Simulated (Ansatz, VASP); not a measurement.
## Two plane-wave programs on Cs

```xyz
1
Lattice="-3.0639 3.0639 2.9414 3.0639 -3.0639 2.9414 3.0639 3.0639 -2.9414" Properties=species:S:1:pos:R:3 pbc="T T T"
Cs    0.0000    0.0000    0.0000
```

Alike in both runs: task single point; functional PBE; k mesh 12 × 12 × 12; occupations gaussian, width 0.15 eV; no spin polarisation.

|  | VASP | Ansatz |
| --- | --- | --- |
| version | VASP 6.6.1 | Ansatz 0.2.0 |
| potentials or method | VASP PAW PBE potentials, release 64 (Cs_sv), cutoff 520 eV | scalar-relativistic, plane waves, PAW |
| valence electrons in the cell | 9 | 9 |

|  | VASP | Ansatz | Ansatz less VASP |
| --- | --- | --- | --- |
| gap on the k mesh at the Fermi level (eV) | none | none | - |
| pressure (GPa) | 0.1 | 0.1 | +0.01 |

A gap of «none» marks a metal or a gap that the smearing closes.

Neither program's run includes spin-orbit coupling.
